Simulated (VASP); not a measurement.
# Rh (I4/mmm) in VASP: further runs

Runs on Rh. Level: PBEsol. Tasks: single point.

Program: VASP 6.6.1. These are calculated values, not measurements. Logs are shortened: lines on timing, memory, paths and dates and some standing lists are left out, and cuts for length are marked.

## 1. The cell of the first run

It takes space group I4/mmm (No. 139, tetragonal). Conventional cell: a = 2.689 Å, b = 2.689 Å, c = 3.822 Å, α = 90.00°, β = 90.00°, γ = 90.00°. Rh (site symmetry 4/mmm) has 12 Rh at 2.69 to 2.70 Å within 3.5 Å.

## 2. Single point, PBEsol (strain +0.0050 x Voigt [0, 1, 0, 0, 0, 0])

Input file INCAR:

```
SYSTEM = Rh
PREC = Accurate ; ENCUT = 520
EDIFF = 1E-7 ; ISMEAR = 0
SIGMA = 0.15 ; LREAL = .False.
LASPH = .True. ; NELM = 100
ALGO = Fast ; ISIF = 2
LWAVE = .False. ; LCHARG = .False.
GGA = PS ; NBANDS = 14
```

Input file KPOINTS:

```
Automatic mesh
0
Gamma
  22 22 22
  0 0 0
```

Input file POSCAR:

```
Rh
1.0
    0.0000000000      1.9110577500      1.9015500000
    1.9015500000      0.0000000000      1.9015500000
    1.9015500000      1.9110577500      0.0000000000
Rh
1
Direct
    0.0000000000      0.0000000000      0.0000000000
```

Potentials or basis: VASP PAW PBE potentials, release 64 (Rh_pv).

Command:

```
cat potpaw_PBE.64/Rh_pv/POTCAR > POTCAR
mpirun -np 1 vasp_std > vasp.out
```

OUTCAR:

```text
SYSTEM = Rh
   PREC = Accurate
   ENCUT = 520
   EDIFF = 1E-7
   ISMEAR = 0
   LREAL = .False.
   LASPH = .True.
   NELM = 100
   ISIF = 2
   GGA = PS

 ion  position               nearest neighbor table
   1  0.000  0.000  0.000-

  LATTYP: Found a body centered tetragonal cell.
 ALAT       =     2.6891977995
 C/A-ratio  =     1.4212846302

  Lattice vectors:

 A1 = (   0.0000000000,  -1.9110577500,   1.9015500000)
 A2 = (   0.0000000000,  -1.9110577500,  -1.9015500000)
 A3 = (   1.9015500000,   1.9110577500,   0.0000000000)

Analysis of symmetry for initial positions (statically):
=====================================================================
 Subroutine PRICEL returns:
 Original cell was already a primitive cell.

 Routine SETGRP: Setting up the symmetry group for a
 body centered tetragonal supercell.

 Subroutine GETGRP returns: Found 16 space group operations
 (whereof 16 operations were pure point group operations)
 out of a pool of 16 trial point group operations.

The static configuration has the point symmetry D_4h.

Analysis of symmetry for dynamics (positions and initial velocities):
=====================================================================
 Subroutine PRICEL returns:
 Original cell was already a primitive cell.

 Routine SETGRP: Setting up the symmetry group for a
 body centered tetragonal supercell.

 Subroutine GETGRP returns: Found 16 space group operations
 (whereof 16 operations were pure point group operations)
 out of a pool of 16 trial point group operations.

The dynamic configuration has the point symmetry D_4h.

 Subroutine INISYM returns: Found 16 space group operations
 (whereof 16 operations are pure point group operations),
 and found     1 'primitive' translations

----------------------------------------------------------------------------------------

                                     Primitive cell

  volume of cell :      13.8204

  direct lattice vectors                    reciprocal lattice vectors
     0.000000000  1.911057750  1.901550000    -0.262943388  0.261635212  0.262943388
     1.901550000  0.000000000  1.901550000     0.262943388 -0.261635212  0.262943388
     1.901550000  1.911057750  0.000000000     0.262943388  0.261635212 -0.262943388

  length of vectors
     2.695929177  2.689197800  2.695929177     0.454677287  0.454677287  0.454677287

  position of ions in fractional coordinates (direct lattice)
     0.000000000  0.000000000  0.000000000

  ion indices of the primitive-cell ions
   primitive index   ion index
                 1           1

----------------------------------------------------------------------------------------

 KPOINTS: Automatic mesh

Automatic generation of k-mesh.
 Grid dimensions read from file:
 generate k-points for:   22   22   22

 Generating k-lattice:

  Cartesian coordinates                     Fractional coordinates (reciprocal lattice)
    -0.011951972  0.011892510  0.011951972     0.045454545  0.000000000 -0.000000000
     0.011951972 -0.011892510  0.011951972     0.000000000  0.045454545  0.000000000
     0.011951972  0.011892510 -0.011951972    -0.000000000  0.000000000  0.045454545

  Length of vectors
     0.020667149  0.020667149  0.020667149

  Shift w.r.t. Gamma in fractional coordinates (k-lattice)
     0.000000000  0.000000000  0.000000000

 Subroutine IBZKPT returns following result:
 ===========================================

 Found    834 irreducible k-points:

 Following reciprocal coordinates:
            Coordinates               Weight
  0.000000  0.000000  0.000000      1.000000
  0.045455  0.000000 -0.000000      8.000000
  0.090909  0.000000 -0.000000      8.000000
  0.136364  0.000000  0.000000      8.000000
  0.181818  0.000000  0.000000      8.000000
  0.227273  0.000000  0.000000      8.000000
[... 16 lines left out ...]
  0.500000  0.045455  0.000000     16.000000
 -0.454545  0.045455 -0.000000     16.000000
 [... further k-points ...]
   k-points           NKPTS =    834   k-points in BZ     NKDIM =    834   number of bands    NBANDS=     14
   number of dos      NEDOS =    301   number of ions     NIONS =      1
   total plane-waves  NPLWV =   8000
   dimension x,y,z NGX =    20 NGY =   20 NGZ =   20
   dimension x,y,z NGXF=    40 NGYF=   40 NGZF=   40
   ions per type =               1
   NGX,Y,Z   is equivalent  to a cutoff of  12.33, 12.36, 12.33 a.u.
   NGXF,Y,Z  is equivalent  to a cutoff of  24.67, 24.73, 24.67 a.u.
 SYSTEM =  Rh
   PREC   = accura    normal or accurate (medium, high low for compatibility)
   ISTART =      0    job   : 0-new  1-cont  2-samecut
   ICHARG =      2    charge: 1-file 2-atom 10-const
   ISPIN  =      1    spin polarized calculation?
   LNONCOLLINEAR =      F non collinear calculations
   LSORBIT =      F    spin-orbit coupling
   LASPH  =      T    aspherical Exc in radial PAW
   ENCUT  =  520.0 eV  38.22 Ry    6.18 a.u.   5.01  5.00  5.01*2*pi/ulx,y,z
   NELM   =    100;   NELMIN=  2; NELMDL= -5     # of ELM steps
   EDIFF  = 0.1E-06   stopping-criterion for ELM
   LREAL  =      F    real-space projection
   EDIFFG = 0.1E-05   stopping-criterion for IOM
   NSW    =      0    number of steps for IOM
   IBRION =     -1    ionic relax: 0-MD 1-quasi-New 2-CG
   NFREE  =      0    steps in history (QN), initial steepest desc. (CG)
   ISIF   =      2    stress and relaxation
   ISYM   =      2    0-nonsym 1-usesym 2-fastsym
   POTIM  = 0.5000    time-step for ionic-motion
   TEBEG  =    0.0;   TEEND  =   0.0 temperature during run
   PSTRESS=    0.0 pullay stress
   NELECT =      15.0000    total number of electrons
   NUPDOWN=      -1.0000    fix difference up-down
   EMIN   =  10.00;   EMAX   =-10.00  energy-range for DOS
   EFERMI =   0.00;   METHOD = LEGACY
   ISMEAR =     0;   SIGMA  =   0.15  broadening in eV -4-tet -1-fermi 0-gaus
   EFERMI_NEDOS =   21; number of points for ismear=-14 and -15
   IALGO  =     68    algorithm
   IMIX   =      4    mixing-type and parameters
     AMIX     =   0.40;   BMIX     =  1.00
     AMIX_MAG =   1.60;   BMIX_MAG =  1.00
  volume/ion in A,a.u.               =      13.82        93.26
  Fermi-wavevector in a.u.,A,eV,Ry     =   1.682411  3.179296 38.511391  2.830507
  Thomas-Fermi vector in A             =   2.765795
   LORBIT       =      0    0 simple, 1 ext, 2 COOP (PROOUT), +10 PAW based schemes
   GGA     = PS    functional components
   LHFCALC =     F    Hartree Fock is set to
   AEXX    =    0.0000 exact exchange contribution
   IVDW    =     0    specifies the selected vdW correction
   LEPSILON=     F    determine dielectric tensor
   LRPA    =     F    only Hartree local field effects (RPA)
 non-spin polarized calculation
 RMM-DIIS sequential band-by-band and
 Gauss-broadening in eV      SIGMA  =   0.15
  energy-cutoff  :      520.00
  volume of cell :       13.82
 maximum number of plane-waves:       388
   NGX =  9   NGY =  9   NGZ =  9

 number of electron      15.0000006 magnetization

 Free energy of the ion-electron system (eV)
  ---------------------------------------------------
  ext. energy  EPLUGINS =         0.00000000
  ---------------------------------------------------
  free energy    TOTEN  =        -8.13877483 eV

  energy without entropy =       -8.12368490  energy(sigma->0) =       -8.13122987

 E-fermi :  11.6557     XC(G=0): -14.1849

 val. band max:       11.6552966224   @ k =   0.3636  -0.2727   0.0909
 cond. band min:      11.6575507353   @ k =   0.1818  -0.1364   0.1364
 fundamental gap:      0.0022541129
 Fermi energy:        11.6557221261

 k-point     1 :       0.0000    0.0000    0.0000
  band No.  band energies     occupation
      1     -34.6695      2.00000
      2     -34.6667      2.00000
      3     -34.6667      2.00000
      4       3.6438      2.00000
      5       8.5521      2.00000
      6       8.6059      2.00000
      7       8.6059      2.00000
      8      10.6500      2.00000
      9      10.7154      2.00000
     10      27.5979      0.00000
     11      32.0393      0.00000
     12      32.9163      0.00000
     13      33.0692      0.00000
     14      33.0692      0.00000

 k-point     2 :       0.0455    0.0000   -0.0000
  band No.  band energies     occupation
      1     -34.6830      2.00000
      2     -34.6706      2.00000
      3     -34.6687      2.00000
      4       3.7272      2.00000
      5       8.5406      2.00000
      6       8.6127      2.00000
      7       8.6388      2.00000
      8      10.6317      2.00000
      9      10.6959      2.00000
     10      27.7197      0.00000
     11      32.0369      0.00000
     12      32.5240      0.00000
     13      33.0958      0.00000
     14      33.1908      0.00000

 k-point     3 :       0.0909    0.0000   -0.0000
  band No.  band energies     occupation
      1     -34.7270      2.00000
      2     -34.6768      2.00000
      3     -34.6745      2.00000
      4       3.9707      2.00000
      5       8.4473      2.00000
      6       8.6956      2.00000
      7       8.7297      2.00000
      8      10.5872      2.00000
      9      10.6476      2.00000
     10      28.0590      0.00000
     11      31.4220      0.00000
     12      32.0440      0.00000
     13      33.4455      0.00000
     14      33.5474      0.00000
[... 324 lines left out ...]
 k-point    23 :       0.5000    0.0455    0.0000
  band No.  band energies     occupation
      1     -35.3846      2.00000
      2     -34.7773      2.00000
      3     -34.7710      2.00000
      4       5.5998      2.00000
      5       8.4693      2.00000
      6       8.5684      2.00000
      7      11.3922      1.98702
      8      12.2429      0.00000
      9      13.1453      0.00000
     10      20.2238      0.00000
     11      27.2149      0.00000
     12      32.0396      0.00000
     13      32.6178      0.00000
     14      32.6936      0.00000

 k-point    24 :      -0.4545    0.0455   -0.0000
  band No.  band energies     occupation
      1     -35.3797      2.00000
      2     -34.7783      2.00000
      3     -34.7686      2.00000
      4       5.6071      2.00000
      5       8.4832      2.00000
      6       8.5693      2.00000
      7      11.3719      1.99254
      8      12.1462      0.00000
      9      13.0985      0.00000
     10      20.3677      0.00000
     11      27.2455      0.00000
     12      32.0392      0.00000
     13      32.5098      0.00000
     14      32.9315      0.00000

 [... further k-points ...]

------------------------ aborting loop because EDIFF is reached ----------------------------------------

  FORCE on cell =-STRESS in cart. coord.  units (eV):
  Direction    XX          YY          ZZ          XY          YZ          ZX
  --------------------------------------------------------------------------------------
  -------------------------------------------------------------------------------------
  Total       -0.5230763     -0.6282969     -0.5230763      0.0000000     -0.0000000      0.0000000
  in kB      -60.6396023    -72.8376990    -60.6396023      0.0000000     -0.0000000      0.0000000
  external PRESSURE =     -64.7056345 kB  Pullay stress =       0.0000000 kB

 VOLUME and BASIS-vectors are now :
 -----------------------------------------------------------------------------
  energy-cutoff  :      520.00
  volume of cell :       13.82
      direct lattice vectors                 reciprocal lattice vectors
     0.000000000  1.911057750  1.901550000    -0.262943388  0.261635212  0.262943388
     1.901550000  0.000000000  1.901550000     0.262943388 -0.261635212  0.262943388
     1.901550000  1.911057750  0.000000000     0.262943388  0.261635212 -0.262943388

 POSITION                                       TOTAL-FORCE (eV/Angst)
 -----------------------------------------------------------------------------------
      0.00000      0.00000      0.00000         0.000000      0.000000      0.000000
 -----------------------------------------------------------------------------------
    total drift:                                0.000000      0.000000      0.000000

  FREE ENERGIE OF THE ION-ELECTRON SYSTEM (eV)
  ---------------------------------------------------
  free  energy   TOTEN  =        -8.1387748327 eV

  energy  without entropy=       -8.1236849033  energy(sigma->0) =       -8.13122987
```

It took 2.1 min on 1 thread of Intel Xeon 8259CL, shared host; peak memory 0.25 GiB.

Results:

```
Free energy            : -8.1388 eV
Pressure               : -6.5 GPa
Band gap on the k mesh : zero (an odd number of electrons rules out a gap without spin polarisation)
```

Caveat: the cell differs from its parent crystal (strain +0.0050 x Voigt [0, 1, 0, 0, 0, 0]); the cell stands under tension; the PAW data sets were made with another functional, which shifts forces and pressure a little.

(Part 1 of 2 ends here.)
